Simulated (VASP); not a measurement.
# V (Im-3m) in VASP: notebook

V is run at these levels: BLYP, PBE, PBE+D3(BJ), PBEsol; tasks: single point, relaxation of cell and atoms.

Program: VASP 6.6.1. These are calculated values, not measurements. Logs are shortened: lines on timing, memory, paths and dates and some standing lists are left out, and cuts for length are marked.

## 1. The cell of the first run

Symmetry: Im-3m, No. 229, cubic system. Conventional cell: a = 3.025 Å, b = 3.025 Å, c = 3.025 Å, α = 90.00°, β = 90.00°, γ = 90.00°. Within 3.5 Å of V (site symmetry m-3m) lie 14 V at 2.62 to 3.02 Å.

## 2. Single point, BLYP, collinear spin, ferromagnetic start

File INCAR:

```
SYSTEM = V
PREC = Accurate
ENCUT = 520
EDIFF = 1E-7
ISMEAR = -1
SIGMA = 0.05
LREAL = .False.
LASPH = .True.
NELM = 150
ALGO = Normal
ISIF = 2
LWAVE = .False.
LCHARG = .False.
ISPIN = 2
MAGMOM = 2
LORBIT = 11
LMAXMIX = 4
GGA = B5
ALDAX = 1.0
AGGAX = 1.0
AGGAC = 1.0
ALDAC = 0.0
NBANDS = 16
```

File KPOINTS:

```
Automatic mesh
0
Gamma
  12 12 12
  0 0 0
```

File POSCAR:

```
V
1.0
   -1.5122787042      1.5122787042      1.5122787042
    1.5122787042     -1.5122787042      1.5122787042
    1.5122787042      1.5122787042     -1.5122787042
V
1
Direct
    0.0000000000      0.0000000000      0.0000000000
```

Potentials or basis: VASP PAW PBE potentials, release 64 (V_sv).

Launch:

```bash
$ cat potpaw_PBE.64/V_sv/POTCAR > POTCAR
$ mpirun -np 1 vasp_std > vasp.out
```

OUTCAR:

```text
SYSTEM = V
   PREC = Accurate
   ENCUT = 520
   EDIFF = 1E-7
   ISMEAR = -1
   LREAL = .False.
   LASPH = .True.
   NELM = 150
   ISIF = 2
   ISPIN = 2
   LORBIT = 11
   GGA = B5

 ion  position               nearest neighbor table
   1  0.000  0.000  0.000-

  LATTYP: Found a body centered cubic cell.
 ALAT       =     3.0245574084

  Lattice vectors:

 A1 = (  -1.5122787042,   1.5122787042,   1.5122787042)
 A2 = (   1.5122787042,  -1.5122787042,   1.5122787042)
 A3 = (   1.5122787042,   1.5122787042,  -1.5122787042)

Analysis of symmetry for initial positions (statically):
=====================================================================
 Subroutine PRICEL returns:
 Original cell was already a primitive cell.

 Routine SETGRP: Setting up the symmetry group for a
 body centered cubic supercell.

 Subroutine GETGRP returns: Found 48 space group operations
 (whereof 48 operations were pure point group operations)
 out of a pool of 48 trial point group operations.

The static configuration has the point symmetry O_h .

Analysis of symmetry for dynamics (positions and initial velocities):
=====================================================================
 Subroutine PRICEL returns:
 Original cell was already a primitive cell.

 Routine SETGRP: Setting up the symmetry group for a
 body centered cubic supercell.

 Subroutine GETGRP returns: Found 48 space group operations
 (whereof 48 operations were pure point group operations)
 out of a pool of 48 trial point group operations.

The dynamic configuration has the point symmetry O_h .

Analysis of structural, dynamic, and magnetic symmetry:
=====================================================================
 Subroutine PRICEL returns:
 Original cell was already a primitive cell.

 Routine SETGRP: Setting up the symmetry group for a
 body centered cubic supercell.

 Subroutine GETGRP returns: Found 48 space group operations
 (whereof 48 operations were pure point group operations)
 out of a pool of 48 trial point group operations.

The overall configuration has the point symmetry O_h .

 Subroutine INISYM returns: Found 48 space group operations
 (whereof 48 operations are pure point group operations),
 and found     1 'primitive' translations

----------------------------------------------------------------------------------------

                                     Primitive cell

  volume of cell :      13.8342

  direct lattice vectors                    reciprocal lattice vectors
    -1.512278704  1.512278704  1.512278704     0.000000000  0.330626887  0.330626887
     1.512278704 -1.512278704  1.512278704     0.330626887  0.000000000  0.330626887
     1.512278704  1.512278704 -1.512278704     0.330626887  0.330626887  0.000000000

  length of vectors
     2.619343551  2.619343551  2.619343551     0.467577027  0.467577027  0.467577027

  position of ions in fractional coordinates (direct lattice)
     0.000000000  0.000000000  0.000000000

  ion indices of the primitive-cell ions
   primitive index   ion index
                 1           1

----------------------------------------------------------------------------------------

 KPOINTS: Automatic mesh

Automatic generation of k-mesh.
 Grid dimensions read from file:
 generate k-points for:   12   12   12

 Generating k-lattice:

  Cartesian coordinates                     Fractional coordinates (reciprocal lattice)
     0.000000000  0.027552241  0.027552241     0.083333333  0.000000000  0.000000000
     0.027552241  0.000000000  0.027552241     0.000000000  0.083333333  0.000000000
     0.027552241  0.027552241  0.000000000     0.000000000  0.000000000  0.083333333

  Length of vectors
     0.038964752  0.038964752  0.038964752

  Shift w.r.t. Gamma in fractional coordinates (k-lattice)
     0.000000000  0.000000000  0.000000000

 Subroutine IBZKPT returns following result:
 ===========================================

 Found     72 irreducible k-points:

 Following reciprocal coordinates:
            Coordinates               Weight
  0.000000  0.000000  0.000000      1.000000
  0.083333  0.000000  0.000000     12.000000
  0.166667  0.000000  0.000000     12.000000
  0.250000  0.000000  0.000000     12.000000
  0.333333  0.000000  0.000000     12.000000
  0.416667  0.000000  0.000000     12.000000
[... 16 lines left out ...]
  0.333333  0.083333  0.083333     24.000000
  0.416667  0.083333  0.083333     12.000000
 [... further k-points ...]
   k-points           NKPTS =     72   k-points in BZ     NKDIM =     72   number of bands    NBANDS=     16
   number of dos      NEDOS =    301   number of ions     NIONS =      1
   total plane-waves  NPLWV =   8000
   dimension x,y,z NGX =    20 NGY =   20 NGZ =   20
   dimension x,y,z NGXF=    40 NGYF=   40 NGZF=   40
   ions per type =               1
   NGX,Y,Z   is equivalent  to a cutoff of  12.69, 12.69, 12.69 a.u.
   NGXF,Y,Z  is equivalent  to a cutoff of  25.39, 25.39, 25.39 a.u.
 SYSTEM =  V
   PREC   = accura    normal or accurate (medium, high low for compatibility)
   ISTART =      0    job   : 0-new  1-cont  2-samecut
   ICHARG =      2    charge: 1-file 2-atom 10-const
   ISPIN  =      2    spin polarized calculation?
   LNONCOLLINEAR =      F non collinear calculations
   LSORBIT =      F    spin-orbit coupling
   LASPH  =      T    aspherical Exc in radial PAW
   ENCUT  =  520.0 eV  38.22 Ry    6.18 a.u.   4.87  4.87  4.87*2*pi/ulx,y,z
   NELM   =    150;   NELMIN=  2; NELMDL= -5     # of ELM steps
   EDIFF  = 0.1E-06   stopping-criterion for ELM
   LREAL  =      F    real-space projection
   EDIFFG = 0.1E-05   stopping-criterion for IOM
   NSW    =      0    number of steps for IOM
   IBRION =     -1    ionic relax: 0-MD 1-quasi-New 2-CG
   NFREE  =      0    steps in history (QN), initial steepest desc. (CG)
   ISIF   =      2    stress and relaxation
   ISYM   =      2    0-nonsym 1-usesym 2-fastsym
   POTIM  = 0.5000    time-step for ionic-motion
   TEBEG  =    0.0;   TEEND  =   0.0 temperature during run
   PSTRESS=    0.0 pullay stress
   NELECT =      13.0000    total number of electrons
   NUPDOWN=      -1.0000    fix difference up-down
   EMIN   =  10.00;   EMAX   =-10.00  energy-range for DOS
   EFERMI =   0.00;   METHOD = LEGACY
   ISMEAR =    -1;   SIGMA  =   0.05  broadening in eV -4-tet -1-fermi 0-gaus
   EFERMI_NEDOS =   21; number of points for ismear=-14 and -15
   IALGO  =     38    algorithm
   IMIX   =      4    mixing-type and parameters
     AMIX     =   0.40;   BMIX     =  1.00
     AMIX_MAG =   1.60;   BMIX_MAG =  1.00
  volume/ion in A,a.u.               =      13.83        93.36
  Fermi-wavevector in a.u.,A,eV,Ry     =   1.603507  3.030188 34.983759  2.571234
  Thomas-Fermi vector in A             =   2.700159
   LORBIT       =     11    0 simple, 1 ext, 2 COOP (PROOUT), +10 PAW based schemes
   GGA     = B5    functional components
   LHFCALC =     F    Hartree Fock is set to
   AEXX    =    0.0000 exact exchange contribution
   IVDW    =     0    specifies the selected vdW correction
   LEPSILON=     F    determine dielectric tensor
   LRPA    =     F    only Hartree local field effects (RPA)
 spin polarized calculation
  energy-cutoff  :      520.00
  volume of cell :       13.83
 maximum number of plane-waves:       384
   NGX =  9   NGY =  9   NGZ =  9

 number of electron      12.9999995 magnetization       0.0006422

 Free energy of the ion-electron system (eV)
  ---------------------------------------------------
  ext. energy  EPLUGINS =         0.00000000
  ---------------------------------------------------
  free energy    TOTEN  =        -7.84472814 eV

  energy without entropy =       -7.82522859  energy(sigma->0) =       -7.83497836

 E-fermi :   9.8633     XC(G=0): -12.2059

 val. band max:        9.8600820882   @ k =  -0.3333   0.3333   0.1667
 cond. band min:       9.8665907410   @ k =   0.3333   0.1667   0.0000
 fundamental gap:      0.0065086528
 Fermi energy:         9.8633034591

 spin component 1

 k-point     1 :       0.0000    0.0000    0.0000
  band No.  band energies     occupation
      1     -53.6052      1.00000
      2     -27.1251      1.00000
      3     -27.1251      1.00000
      4     -27.1251      1.00000
      5       3.5141      1.00000
      6      10.2067      0.00104
[... 8 lines left out ...]
     15      37.2332      0.00000
     16      41.1675      0.00000

 k-point     2 :       0.0833    0.0000    0.0000
  band No.  band energies     occupation
      1     -53.5931      1.00000
      2     -27.1833      1.00000
      3     -27.1430      1.00000
      4     -27.1255      1.00000
      5       3.7869      1.00000
      6      10.0955      0.00953
[... 8 lines left out ...]
     15      37.5648      0.00000
     16      38.7121      0.00000
[... 387 lines left out ...]
      5       7.2588      1.00000
      6       8.7402      1.00000
[... 8 lines left out ...]
     15      38.5941      0.00000
     16      39.7720      0.00000

 k-point    24 :       0.4167    0.0833    0.0833
  band No.  band energies     occupation
      1     -53.4195      1.00000
      2     -27.9028      1.00000
      3     -27.4259      1.00000
      4     -27.1844      1.00000
      5       7.2590      1.00000
      6       8.6678      1.00000
[... 8 lines left out ...]
     15      38.7937      0.00000
     16      39.2152      0.00000

 [... further k-points ...]

 spin component 2

 k-point     1 :       0.0000    0.0000    0.0000
  band No.  band energies     occupation
      1     -53.6047      1.00000
      2     -27.1246      1.00000
      3     -27.1246      1.00000
      4     -27.1246      1.00000
      5       3.5144      1.00000
      6      10.2072      0.00103
[... 8 lines left out ...]
     15      37.2334      0.00000
     16      41.1679      0.00000

 k-point     2 :       0.0833    0.0000    0.0000
  band No.  band energies     occupation
      1     -53.5926      1.00000
      2     -27.1828      1.00000
      3     -27.1425      1.00000
      4     -27.1249      1.00000
      5       3.7872      1.00000
      6      10.0960      0.00943
[... 8 lines left out ...]
     15      37.5650      0.00000
     16      38.7125      0.00000
[... 387 lines left out ...]
      5       7.2592      1.00000
      6       8.7407      1.00000
[... 8 lines left out ...]
     15      38.5944      0.00000
     16      39.7723      0.00000

 k-point    24 :       0.4167    0.0833    0.0833
  band No.  band energies     occupation
      1     -53.4190      1.00000
      2     -27.9023      1.00000
      3     -27.4254      1.00000
      4     -27.1838      1.00000
      5       7.2594      1.00000
      6       8.6683      1.00000
[... 8 lines left out ...]
     15      38.7941      0.00000
     16      39.2155      0.00000

 [... further k-points ...]
[... 5 lines left out ...]
  --------------------------------------------------------------------------------------
  -------------------------------------------------------------------------------------
  Total        0.0210572      0.0210572      0.0210572      0.0000000      0.0000000      0.0000000
  in kB        2.4386890      2.4386890      2.4386890      0.0000000      0.0000000      0.0000000
  external PRESSURE =       2.4386890 kB  Pullay stress =       0.0000000 kB

 VOLUME and BASIS-vectors are now :
 -----------------------------------------------------------------------------
  energy-cutoff  :      520.00
  volume of cell :       13.83
      direct lattice vectors                 reciprocal lattice vectors
    -1.512278704  1.512278704  1.512278704     0.000000000  0.330626887  0.330626887
     1.512278704 -1.512278704  1.512278704     0.330626887  0.000000000  0.330626887
     1.512278704  1.512278704 -1.512278704     0.330626887  0.330626887  0.000000000

 POSITION                                       TOTAL-FORCE (eV/Angst)
 -----------------------------------------------------------------------------------
      0.00000      0.00000      0.00000         0.000000     -0.000000      0.000000
 -----------------------------------------------------------------------------------
    total drift:                                0.000000     -0.000000      0.000000

  FREE ENERGIE OF THE ION-ELECTRON SYSTEM (eV)
  ---------------------------------------------------
  free  energy   TOTEN  =        -7.8447281374 eV

  energy  without entropy=       -7.8252285906  energy(sigma->0) =       -7.83497836

 total charge

# of ion       s       p       d       tot
------------------------------------------
    1        2.335   6.200   3.133  11.668

 magnetization (x)

# of ion       s       p       d       tot
------------------------------------------
    1        0.000   0.000   0.000   0.000
```

Wall time 81 s (1 thread of Intel Xeon 8259CL, shared host); peak memory 0.14 GiB.

What came out:

```
Free energy                                           : -7.8447 eV
Pressure                                              : 0.2 GPa
Net moment                                            : 0.00 μB per cell
Valence electrons inside the program's atomic spheres : V 11.67
```

Levels at points of the mesh, in eV from the Fermi level:
Spin up:
| k point | band 4 | band 5 | band 6 | band 7 | band 8 | band 9 |
| --- | --- | --- | --- | --- | --- | --- |
| (0.00, 0.00, 0.00) | -36.99 | -6.35 | 0.34 | 0.34 | 0.34 | 2.31 |
| (0.50, 0.00, 0.00) | -36.99 | -3.04 | -1.12 | 1.77 | 2.29 | 2.64 |
| (0.50, 0.50, 0.50) | -37.56 | -2.84 | -2.84 | 3.53 | 3.53 | 3.53 |
Spin down:
```
           k point  band 4  band 5  band 6  band 7  band 8  band 9
(0.00, 0.00, 0.00)  -36.99   -6.35    0.34    0.34    0.34    2.31
(0.50, 0.00, 0.00)  -36.99   -3.04   -1.12    1.77    2.29    2.64
(0.50, 0.50, 0.50)  -37.56   -2.84   -2.84    3.53    3.53    3.53
```

Caveat: the moments typed at the start vanished in this run; the PAW data sets were made with another functional, which shifts forces and pressure a little.

## 3. Single point, PBE, collinear spin, ferromagnetic start

This run uses another cell than the first one, of 13.89 Å³/atom.

File INCAR:

```
SYSTEM = V
PREC     = Accurate       ! precision mode
ENCUT    = 520            ! plane-wave cutoff, eV
EDIFF    = 1E-7           ! SCF threshold, eV
ISMEAR   = 0              ! smearing method
SIGMA    = 0.012          ! smearing width, eV
LREAL    = .False.        ! projectors in reciprocal space
LASPH    = .True.         ! aspherical terms in the spheres
NELM     = 150            ! most SCF steps
ALGO     = Normal         ! electronic algorithm
ISIF     = 2              ! what is computed and relaxed
LWAVE    = .False.        ! write WAVECAR
LCHARG   = .False.        ! write CHGCAR
ISPIN    = 2              ! spin polarisation
MAGMOM   = 2              ! initial moments
LORBIT   = 11             ! projections on sites
LMAXMIX  = 4              ! l up to which the mixer works
GGA      = PE             ! functional
NBANDS   = 16             ! bands
```

File KPOINTS:

```
regular mesh
0
Gamma
  12 12 12
  0 0 0
```

File POSCAR:

```
V
1.0
   -1.5143500000      1.5143500000      1.5143500000
    1.5143500000     -1.5143500000      1.5143500000
    1.5143500000      1.5143500000     -1.5143500000
V
1
Direct
    0.0000000000      0.0000000000      0.0000000000
```

Potentials or basis: VASP PAW PBE potentials, release 64 (V_sv).

Launch:

```bash
$ cat potpaw_PBE.64/V_sv/POTCAR > POTCAR
$ mpirun -np 1 vasp_std > vasp.out
```

OUTCAR:

```text
SYSTEM = V
   PREC = Accurate
   ENCUT = 520
   EDIFF = 1E-7
   ISMEAR = 0
   LREAL = .False.
   LASPH = .True.
   NELM = 150
   ISIF = 2
   ISPIN = 2
   LORBIT = 11
   GGA = PE

 ion  position               nearest neighbor table
   1  0.000  0.000  0.000-

  LATTYP: Found a body centered cubic cell.
 ALAT       =     3.0287000000

  Lattice vectors:

 A1 = (  -1.5143500000,   1.5143500000,   1.5143500000)
 A2 = (   1.5143500000,  -1.5143500000,   1.5143500000)
[... 1120 lines left out ...]
  -------------------------------------------------------------------------------------
  Total       -0.4340120     -0.4340120     -0.4340120     -0.0000000      0.0000000     -0.0000000
  in kB      -50.0580003    -50.0580003    -50.0580003     -0.0000000      0.0000000     -0.0000000
  external PRESSURE =     -50.0580003 kB  Pullay stress =       0.0000000 kB

 VOLUME and BASIS-vectors are now :
 -----------------------------------------------------------------------------
  energy-cutoff  :      520.00
  volume of cell :       13.89
      direct lattice vectors                 reciprocal lattice vectors
    -1.514350000  1.514350000  1.514350000     0.000000000  0.330174662  0.330174662
     1.514350000 -1.514350000  1.514350000     0.330174662  0.000000000  0.330174662
     1.514350000  1.514350000 -1.514350000     0.330174662  0.330174662  0.000000000

 POSITION                                       TOTAL-FORCE (eV/Angst)
 -----------------------------------------------------------------------------------
      0.00000      0.00000      0.00000        -0.000000      0.000000     -0.000000
 -----------------------------------------------------------------------------------
    total drift:                                0.000000     -0.000000      0.000000

  FREE ENERGIE OF THE ION-ELECTRON SYSTEM (eV)
  ---------------------------------------------------
  free  energy   TOTEN  =        -8.9781387955 eV

  energy  without entropy=       -8.9780085358  energy(sigma->0) =       -8.97807367

 total charge

# of ion       s       p       d       tot
------------------------------------------
    1        2.332   6.214   3.051  11.597

 magnetization (x)

# of ion       s       p       d       tot
------------------------------------------
    1        0.001   0.003   0.104   0.108
```

OSZICAR:

```text
N       E                     dE             d eps       ncg     rms          rms(c)
DAV:   1     0.922960832123E+02    0.92296E+02   -0.64638E+03  4648   0.880E+02
DAV:   2    -0.830424854583E+01   -0.10060E+03   -0.96424E+02  5104   0.269E+02
DAV:   3    -0.985326683503E+01   -0.15490E+01   -0.15478E+01  5192   0.362E+01
DAV:   4    -0.985948902051E+01   -0.62222E-02   -0.62221E-02  5512   0.242E+00
DAV:   5    -0.985954453895E+01   -0.55518E-04   -0.55518E-04  5200   0.213E-01    0.192E+01
DAV:   6    -0.895128342497E+01    0.90826E+00   -0.17905E+00  4712   0.216E+01    0.266E+00
DAV:   7    -0.897578884972E+01   -0.24505E-01   -0.12521E-01  5016   0.323E+00    0.198E+00
DAV:   8    -0.898098832341E+01   -0.51995E-02   -0.62165E-03  4960   0.964E-01    0.805E-01
DAV:   9    -0.897797297676E+01    0.30153E-02   -0.14897E-03  5360   0.451E-01    0.188E-01
DAV:  10    -0.897804021060E+01   -0.67234E-04   -0.63142E-04  4912   0.247E-01    0.658E-02
DAV:  11    -0.897810538750E+01   -0.65177E-04   -0.34552E-05  5000   0.557E-02    0.517E-02
DAV:  12    -0.897813568007E+01   -0.30293E-04   -0.27943E-06  5136   0.188E-02    0.273E-02
DAV:  13    -0.897813801033E+01   -0.23303E-05   -0.27635E-06  4976   0.182E-02    0.871E-03
DAV:  14    -0.897813873871E+01   -0.72838E-06   -0.16053E-06  4912   0.133E-02    0.399E-03
DAV:  15    -0.897813862830E+01    0.11041E-06   -0.95113E-08  3592   0.330E-03    0.357E-03
DAV:  16    -0.897813890506E+01   -0.27676E-06   -0.19869E-08  2392   0.196E-03    0.815E-04
DAV:  17    -0.897813878342E+01    0.12165E-06   -0.10720E-08  2360   0.861E-04    0.288E-04
DAV:  18    -0.897813879549E+01   -0.12069E-07   -0.15903E-09  2336   0.456E-04
   1 F= -.89781388E+01 E0= -.89780737E+01  d E =-.130260E-03  mag=     0.1243
```

stdout:

```text
POSCAR found type information on POSCAR V
 POSCAR found :  1 types and       1 ions
 scaLAPACK will be used
 LDA part: xc-table for (Slater+PW92), standard interpolation
 POSCAR, INCAR and KPOINTS ok, starting setup
 FFT: planning ... GRIDC
 FFT: planning ... GRID_SOFT
 FFT: planning ... GRID
 WAVECAR not read
 entering main loop
```

Run time: 81 s. Hardware: 1 thread of Intel Xeon 8259CL, shared host; peak memory 0.14 GiB.

What came out:

| Property | Result |
| --- | --- |
| Free energy | -8.9781 eV |
| Pressure | -5.0 GPa |
| Net moment | 0.12 μB per cell |
| Site moments | V +0.11 μB |
| Valence electrons inside the program's atomic spheres | V 11.60 |

Caveat: the cell stands under tension; a moment this small can come from the mesh or the smearing.

[end of part 1 of 2]
